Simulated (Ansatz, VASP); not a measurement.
## LaHg in VASP and in Ansatz

```
CELL_PARAMETERS angstrom
3.81125 0.00000 0.00000
0.00000 3.81125 0.00000
0.00000 0.00000 3.81125
ATOMIC_POSITIONS crystal
La 0.50000 0.50000 0.50000
Hg 0.00000 0.00000 0.00000
```

Change from the starting cell: volume scaled by 0.98, crystal datasets.

Alike in both runs: task electric field gradients; functional LDA; k mesh 11 × 11 × 11; occupations fermi-dirac, width 0.08 eV; no spin polarisation.

|  | VASP | Ansatz |
| --- | --- | --- |
| version | VASP 6.6.1 | Ansatz 0.2.0 |
| potentials or method | VASP PAW LDA potentials, release 64 (La, Hg), cutoff 520 eV | all-electron PAW with datasets made for the crystal, scalar-relativistic |

|  | VASP | Ansatz | Ansatz less VASP |
| --- | --- | --- | --- |
| pressure (GPa) | -0.5 | -0.7 | -0.17 |

LDA's correlation is that of Perdew and Zunger in VASP and of Perdew and Wang (1992) in Ansatz. Ansatz ran all-electron here, and VASP with PAW potentials.

Neither program's run includes spin-orbit coupling.
